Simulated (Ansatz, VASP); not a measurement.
## Ni3Ge: VASP beside Ansatz

```xyz
4
Lattice="3.3243 0.0000 0.0000 0.0000 3.3243 0.0000 0.0000 0.0000 3.9892" Properties=species:S:1:pos:R:3 pbc="T T T"
Ni    1.6622    0.0000    1.9946
Ni    0.0000    1.6622    1.9946
Ni    1.6622    1.6622    0.0000
Ge    0.0000    0.0000    0.0000
```

Alike in both runs: task single point; functional r2SCAN; k mesh 16 × 16 × 16; occupations gaussian, width 0.15 eV; no spin polarisation.

```csv
,VASP,Ansatz
version,VASP 6.6.1,Ansatz 0.2.0
potentials or method,"VASP PAW PBE potentials, release 64 (Ni, Ge_d), cutoff 520 eV","scalar-relativistic, plane waves, PAW"
valence electrons in the cell,44,68
```

|  | VASP | Ansatz | Ansatz less VASP |
| --- | --- | --- | --- |
| gap on the k mesh at the Fermi level (eV) | none | none | - |
| pressure (GPa) | 4.4 | 4.2 | -0.22 |
| traceless stress, the component that is largest in VASP (GPa) | -23.43 | -23.82 | -0.388 |

VASP's potentials were made for PBE, not for r2SCAN. A gap of «none» marks a metal or a gap that the smearing closes. VASP's potentials hold 44 valence electrons a cell and Ansatz's 68, so a difference there can come from the potentials and not from the codes.
